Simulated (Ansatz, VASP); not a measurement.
Two plane-wave programs on La

```
La
1.0
     5.93021    0.00000    0.00000
    -2.96511    5.13571    0.00000
     0.00000    0.00000    3.67673
La
3
Cartesian
  0.0000 0.0000 0.0000
  0.0000 3.4238 1.8384
  2.9651 1.7119 1.8384
```

Alike in both runs: task relaxation of cell and atoms; functional PBE; k mesh 7 × 7 × 9; occupations fermi-dirac, width 0.08 eV; no spin polarisation.

|  | VASP | Ansatz |
| --- | --- | --- |
| version | VASP 6.6.1 | Ansatz 0.2.0 |
| potentials or method | VASP PAW PBE potentials, release 64 (La) | PAW with Ansatz's default frozen-core files, scalar-relativistic |
| plane-wave cutoff (eV) | 500 | 420 |
| valence electrons in the cell | 33 | 33 |

Ansatz gave:

- relaxed volume (Å³/atom): 37.19
- relaxed length of the cell vector where the two differ most in proportion (Å): 5.955

Q: What did VASP give for the same quantities?

A: Relaxed volume (Å³/atom): 37.24; relaxed length of the cell vector where the two differ most in proportion (Å): 5.958.

Spin-orbit coupling is off throughout.
